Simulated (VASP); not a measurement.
# HfTa4F (P6/mmm) in VASP: single point with PBE

Aim: the single point of HfTa4F with PBE.

Program: VASP 6.6.1. These are calculated values, not measurements. Logs are shortened: lines on timing, memory, paths and dates and some standing lists are left out, and cuts for length are marked.

## Step 1: The cell of the first run

It takes space group P6/mmm (No. 191, hexagonal). The conventional cell has a = 4.851 Å, b = 4.851 Å, c = 5.445 Å, α = 90.00°, β = 90.00°, γ = 120.00°. Within 3.6 Å of Hf (site symmetry 6/mmm) lie 2 F at 2.72 Å and 12 Ta at 3.10 Å. Ta (site symmetry 3m) has 5 Ta at 2.66 to 2.80 Å and 3 Hf at 3.10 Å and 3 F at 3.13 Å within 3.5 Å. F (site symmetry 6/mmm) has 2 Hf at 2.72 Å and 12 Ta at 3.13 Å within 3.6 Å.

The cell was generated, and may not be a known phase.

## Step 2: Single point, PBE, collinear spin

Input file INCAR:

```
PREC = Accurate
ENCUT = 520
EDIFF = 1E-6
ISMEAR = 0
SIGMA = 0.1
LREAL = False
LASPH = True
NELM = 150
ALGO = Normal
ISIF = 2
LWAVE = False
LCHARG = False
ISPIN = 2
MAGMOM = 0 1 1 1 1 0
LORBIT = 11
LMAXMIX = 4
GGA = PE
NBANDS = 44
```

Input file KPOINTS:

```
Automatic mesh
0
Gamma
  6 6 4
```

Input file POSCAR:

```
HfTa4F
1.0
    4.8508130731      0.0000000000      0.0000000000
   -2.4254065365      4.2009273503      0.0000000000
    0.0000000000      0.0000000000      5.4450017046
Hf Ta F
1 4 1
Direct
    0.0000000000      0.0000000000      0.5000000000
    0.3333333333      0.6666666667      0.7443039691
    0.3333333333      0.6666666667      0.2556960309
    0.6666666667      0.3333333333      0.2556960309
    0.6666666667      0.3333333333      0.7443039691
    0.0000000000      0.0000000000      0.0000000000
```

Potentials or basis: VASP PAW PBE potentials, release 64 (Hf_pv, Ta_pv, F).

Started as:

```
cat potpaw_PBE.64/Hf_pv/POTCAR potpaw_PBE.64/Ta_pv/POTCAR potpaw_PBE.64/F/POTCAR > POTCAR
mpirun -np 1 vasp_std > vasp.out
```

OUTCAR:

```text
PREC = Accurate
   ENCUT = 520
   EDIFF = 1E-6
   ISMEAR = 0
   LREAL = False
   LASPH = True
   NELM = 150
   ISIF = 2
   ISPIN = 2
   LORBIT = 11
   GGA = PE

 ion  position               nearest neighbor table
   1  0.000  0.000  0.500-   6 2.72   6 2.72   4 3.10   5 3.10   2 3.10   3 3.10   2 3.10   3 3.10
                             4 3.10   5 3.10   4 3.10   5 3.10   2 3.10   3 3.10
   2  0.333  0.667  0.744-   3 2.66   3 2.78   5 2.80   5 2.80   5 2.80   1 3.10   1 3.10   1 3.10

   3  0.333  0.667  0.256-   2 2.66   2 2.78   4 2.80   4 2.80   4 2.80   1 3.10   1 3.10   1 3.10

   4  0.667  0.333  0.256-   5 2.66   5 2.78   3 2.80   3 2.80   3 2.80   1 3.10   1 3.10   1 3.10

   5  0.667  0.333  0.744-   4 2.66   4 2.78   2 2.80   2 2.80   2 2.80   1 3.10   1 3.10   1 3.10

   6  0.000  0.000  0.000-   1 2.72   1 2.72

  LATTYP: Found a hexagonal cell.
 ALAT       =     4.8508130731
 C/A-ratio  =     1.1224925848

  Lattice vectors:

 A1 = (   4.8508130731,   0.0000000000,   0.0000000000)
 A2 = (  -2.4254065365,   4.2009273503,   0.0000000000)
 A3 = (   0.0000000000,   0.0000000000,   5.4450017046)

Analysis of symmetry for initial positions (statically):
=====================================================================
 Subroutine PRICEL returns:
 Original cell was already a primitive cell.

 Routine SETGRP: Setting up the symmetry group for a
 hexagonal supercell.

 Subroutine GETGRP returns: Found 24 space group operations
 (whereof 24 operations were pure point group operations)
 out of a pool of 24 trial point group operations.

The static configuration has the point symmetry D_6h.

Analysis of symmetry for dynamics (positions and initial velocities):
=====================================================================
 Subroutine PRICEL returns:
 Original cell was already a primitive cell.

 Routine SETGRP: Setting up the symmetry group for a
 hexagonal supercell.

 Subroutine GETGRP returns: Found 24 space group operations
 (whereof 24 operations were pure point group operations)
 out of a pool of 24 trial point group operations.

The dynamic configuration has the point symmetry D_6h.

Analysis of structural, dynamic, and magnetic symmetry:
=====================================================================
 Subroutine PRICEL returns:
 Original cell was already a primitive cell.

 Routine SETGRP: Setting up the symmetry group for a
 hexagonal supercell.

 Subroutine GETGRP returns: Found 24 space group operations
 (whereof 24 operations were pure point group operations)
 out of a pool of 24 trial point group operations.

The overall configuration has the point symmetry D_6h.

 Subroutine INISYM returns: Found 24 space group operations
 (whereof 24 operations are pure point group operations),
 and found     1 'primitive' translations

----------------------------------------------------------------------------------------

                                     Primitive cell

  volume of cell :     110.9578

  direct lattice vectors                    reciprocal lattice vectors
     4.850813073  0.000000000  0.000000000     0.206151007  0.119021339  0.000000000
    -2.425406537  4.200927350  0.000000000     0.000000000  0.238042679  0.000000000
     0.000000000  0.000000000  5.445001705     0.000000000  0.000000000  0.183654672

  length of vectors
     4.850813073  4.850813073  5.445001705     0.238042679  0.238042679  0.183654672

  position of ions in fractional coordinates (direct lattice)
     0.000000000  0.000000000  0.500000000
     0.333333333  0.666666667  0.744303969
     0.333333333  0.666666667  0.255696031
     0.666666667  0.333333333  0.255696031
     0.666666667  0.333333333  0.744303969
     0.000000000  0.000000000  0.000000000

  ion indices of the primitive-cell ions
   primitive index   ion index
                 1           1
                 2           2
                 3           3
                 4           4
                 5           5
                 6           6

----------------------------------------------------------------------------------------

 KPOINTS: Automatic mesh

Automatic generation of k-mesh.
 Grid dimensions read from file:
 generate k-points for:    6    6    4

 Generating k-lattice:

  Cartesian coordinates                     Fractional coordinates (reciprocal lattice)
     0.034358501  0.019836890  0.000000000     0.166666667  0.000000000  0.000000000
     0.000000000  0.039673780  0.000000000     0.000000000  0.166666667  0.000000000
     0.000000000  0.000000000  0.045913668     0.000000000  0.000000000  0.250000000

  Length of vectors
     0.039673780  0.039673780  0.045913668

  Shift w.r.t. Gamma in fractional coordinates (k-lattice)
     0.000000000  0.000000000  0.000000000

 Subroutine IBZKPT returns following result:
 ===========================================

 Found     21 irreducible k-points:

 Following reciprocal coordinates:
            Coordinates               Weight
  0.000000  0.000000  0.000000      1.000000
  0.166667  0.000000  0.000000      6.000000
  0.333333  0.000000  0.000000      6.000000
  0.500000  0.000000  0.000000      3.000000
  0.166667  0.166667  0.000000      6.000000
  0.333333  0.166667  0.000000     12.000000
[... 13 lines left out ...]
  0.333333  0.166667  0.500000     12.000000
  0.333333  0.333333  0.500000      2.000000
   k-points           NKPTS =     21   k-points in BZ     NKDIM =     21   number of bands    NBANDS=     44
   number of dos      NEDOS =    301   number of ions     NIONS =      6
   total plane-waves  NPLWV =  51840
   dimension x,y,z NGX =    36 NGY =   36 NGZ =   40
   dimension x,y,z NGXF=    72 NGYF=   72 NGZF=   80
   ions per type =               1   4   1
   NGX,Y,Z   is equivalent  to a cutoff of  12.34, 12.34, 12.21 a.u.
   NGXF,Y,Z  is equivalent  to a cutoff of  24.68, 24.68, 24.43 a.u.
 SYSTEM =  unknown system
   PREC   = accura    normal or accurate (medium, high low for compatibility)
   ISTART =      0    job   : 0-new  1-cont  2-samecut
   ICHARG =      2    charge: 1-file 2-atom 10-const
   ISPIN  =      2    spin polarized calculation?
   LNONCOLLINEAR =      F non collinear calculations
   LSORBIT =      F    spin-orbit coupling
   LASPH  =      T    aspherical Exc in radial PAW
   ENCUT  =  520.0 eV  38.22 Ry    6.18 a.u.   9.02  9.02 10.12*2*pi/ulx,y,z
   NELM   =    150;   NELMIN=  2; NELMDL= -5     # of ELM steps
   EDIFF  = 0.1E-05   stopping-criterion for ELM
   LREAL  =      F    real-space projection
   EDIFFG = 0.1E-04   stopping-criterion for IOM
   NSW    =      0    number of steps for IOM
   IBRION =     -1    ionic relax: 0-MD 1-quasi-New 2-CG
   NFREE  =      0    steps in history (QN), initial steepest desc. (CG)
   ISIF   =      2    stress and relaxation
   ISYM   =      2    0-nonsym 1-usesym 2-fastsym
   POTIM  = 0.5000    time-step for ionic-motion
   TEBEG  =    0.0;   TEEND  =   0.0 temperature during run
   PSTRESS=    0.0 pullay stress
   NELECT =      61.0000    total number of electrons
   NUPDOWN=      -1.0000    fix difference up-down
   EMIN   =  10.00;   EMAX   =-10.00  energy-range for DOS
   EFERMI =   0.00;   METHOD = LEGACY
   ISMEAR =     0;   SIGMA  =   0.10  broadening in eV -4-tet -1-fermi 0-gaus
   EFERMI_NEDOS =   21; number of points for ismear=-14 and -15
   IALGO  =     38    algorithm
   IMIX   =      4    mixing-type and parameters
     AMIX     =   0.40;   BMIX     =  1.00
     AMIX_MAG =   1.60;   BMIX_MAG =  1.00
  volume/ion in A,a.u.               =      18.49       124.80
  Fermi-wavevector in a.u.,A,eV,Ry     =   1.341113  2.534337 24.471240  1.798585
  Thomas-Fermi vector in A             =   2.469373
   LORBIT       =     11    0 simple, 1 ext, 2 COOP (PROOUT), +10 PAW based schemes
   GGA     = PE    functional components
   LHFCALC =     F    Hartree Fock is set to
   AEXX    =    0.0000 exact exchange contribution
   IVDW    =     0    specifies the selected vdW correction
   LEPSILON=     F    determine dielectric tensor
   LRPA    =     F    only Hartree local field effects (RPA)
 spin polarized calculation
 Gauss-broadening in eV      SIGMA  =   0.10
  energy-cutoff  :      520.00
  volume of cell :      110.96
 maximum number of plane-waves:      3003
   NGX = 19   NGY = 19   NGZ = 21

 number of electron      61.0000020 magnetization       0.0074741

 number of electron      61.0000020 magnetization      -0.0000784

 Free energy of the ion-electron system (eV)
  ---------------------------------------------------
  ext. energy  EPLUGINS =         0.00000000
  ---------------------------------------------------
  free energy    TOTEN  =       -57.26056904 eV

  energy without entropy =      -57.22805744  energy(sigma->0) =      -57.24431324

 E-fermi :   4.6517     XC(G=0): -11.7390

 val. band max:        4.6514549149   @ k =   0.1667   0.0000   0.5000
 cond. band min:       4.6552787788   @ k =   0.3333   0.0000   0.5000
 fundamental gap:      0.0038238639
 Fermi energy:         4.6516918641

 spin component 1

 k-point     1 :       0.0000    0.0000    0.0000
  band No.  band energies     occupation
      1     -30.0104      1.00000
      2     -29.8141      1.00000
      3     -29.6339      1.00000
      4     -29.6339      1.00000
      5     -29.4712      1.00000
      6     -29.4712      1.00000
[... 34 lines left out ...]
     41       8.1753      0.00000
     42       9.5261      0.00000

 k-point     2 :       0.1667    0.0000    0.0000
  band No.  band energies     occupation
      1     -30.0004      1.00000
      2     -29.8260      1.00000
      3     -29.6523      1.00000
      4     -29.6071      1.00000
      5     -29.4846      1.00000
      6     -29.4425      1.00000
[... 844 lines left out ...]
     41       7.8371      0.00000
     42       8.2309      0.00000

 k-point    21 :       0.3333    0.3333    0.5000
  band No.  band energies     occupation
      1     -29.6511      1.00000
      2     -29.6216      1.00000
      3     -29.4498      1.00000
      4     -29.4498      1.00000
      5     -29.2677      1.00000
      6     -29.2677      1.00000
[... 34 lines left out ...]
     41       7.7981      0.00000
     42       8.4148      0.00000
 Fermi energy:         4.6516918641

 spin component 2

 k-point     1 :       0.0000    0.0000    0.0000
  band No.  band energies     occupation
      1     -30.0104      1.00000
      2     -29.8141      1.00000
      3     -29.6339      1.00000
      4     -29.6339      1.00000
      5     -29.4712      1.00000
      6     -29.4712      1.00000
[... 34 lines left out ...]
     41       8.1753      0.00000
     42       9.5261      0.00000

 k-point     2 :       0.1667    0.0000    0.0000
  band No.  band energies     occupation
      1     -30.0004      1.00000
      2     -29.8260      1.00000
      3     -29.6523      1.00000
      4     -29.6071      1.00000
      5     -29.4846      1.00000
      6     -29.4425      1.00000
[... 844 lines left out ...]
     41       7.8371      0.00000
     42       8.2309      0.00000

 k-point    21 :       0.3333    0.3333    0.5000
  band No.  band energies     occupation
      1     -29.6511      1.00000
      2     -29.6216      1.00000
      3     -29.4498      1.00000
      4     -29.4498      1.00000
      5     -29.2677      1.00000
      6     -29.2677      1.00000
[... 34 lines left out ...]
     41       7.7981      0.00000
     42       8.4148      0.00000
 [bands above 42 left out]

------------------------ aborting loop because EDIFF is reached ----------------------------------------

  FORCE on cell =-STRESS in cart. coord.  units (eV):
  Direction    XX          YY          ZZ          XY          YZ          ZX
  --------------------------------------------------------------------------------------
  -------------------------------------------------------------------------------------
  Total       -0.2134438     -0.2134438     -0.2900323     -0.0000000      0.0000000      0.0000000
  in kB       -3.0820264     -3.0820264     -4.1879286     -0.0000000      0.0000000      0.0000000
  external PRESSURE =      -3.4506605 kB  Pullay stress =       0.0000000 kB

 VOLUME and BASIS-vectors are now :
 -----------------------------------------------------------------------------
  energy-cutoff  :      520.00
  volume of cell :      110.96
      direct lattice vectors                 reciprocal lattice vectors
     4.850813073  0.000000000  0.000000000     0.206151007  0.119021339  0.000000000
    -2.425406537  4.200927350  0.000000000     0.000000000  0.238042679  0.000000000
     0.000000000  0.000000000  5.445001705     0.000000000  0.000000000  0.183654672

 POSITION                                       TOTAL-FORCE (eV/Angst)
 -----------------------------------------------------------------------------------
      0.00000      0.00000      2.72250         0.000000      0.000000      0.000000
     -0.00000      2.80062      4.05274         0.000000     -0.000000      0.017931
     -0.00000      2.80062      1.39227         0.000000      0.000000     -0.017931
      2.42541      1.40031      1.39227        -0.000000      0.000000     -0.017931
      2.42541      1.40031      4.05274        -0.000000     -0.000000      0.017931
      0.00000      0.00000      0.00000         0.000000      0.000000      0.000000
 -----------------------------------------------------------------------------------
    total drift:                                0.000000     -0.000000      0.000000

  FREE ENERGIE OF THE ION-ELECTRON SYSTEM (eV)
  ---------------------------------------------------
  free  energy   TOTEN  =       -57.2605690405 eV

  energy  without entropy=      -57.2280574354  energy(sigma->0) =      -57.24431324

 total charge

# of ion       s       p       d       tot
------------------------------------------
    1        0.378   6.401   1.497   8.276
    2        0.406   6.091   2.460   8.958
    3        0.406   6.091   2.460   8.958
    4        0.406   6.091   2.460   8.958
    5        0.406   6.091   2.460   8.958
    6        1.771   4.194   0.000   5.966
--------------------------------------------------
tot          3.774  34.959  11.339  50.071

 magnetization (x)

# of ion       s       p       d       tot
------------------------------------------
    1       -0.000  -0.000   0.000   0.000
    2       -0.000  -0.000  -0.000  -0.000
    3       -0.000  -0.000  -0.000  -0.000
    4       -0.000  -0.000  -0.000  -0.000
    5       -0.000  -0.000  -0.000  -0.000
    6        0.000   0.000   0.000   0.000
--------------------------------------------------
tot         -0.000  -0.000  -0.000  -0.000
```

Run time: 6.1 min. Hardware: 1 thread of AMD EPYC 7R13, shared host; peak memory 0.32 GiB.

What came out:

```
Free energy                                           : -57.2606 eV
Pressure                                              : -0.3 GPa
Largest force                                         : 0.018 eV/Å
Net moment                                            : 0.00 μB per cell
Valence electrons inside the program's atomic spheres : Hf 8.28; Ta 8.96; F 5.97
```

Forces on the atoms (eV/Å):
```
Hf   0.000  0.000  0.000
Ta   0.000  0.000  0.018
Ta   0.000  0.000 -0.018
Ta   0.000  0.000 -0.018
Ta   0.000  0.000  0.018
F    0.000  0.000  0.000
```

Caveat: spin-orbit coupling is left out, which moves the levels of the heavy elements.
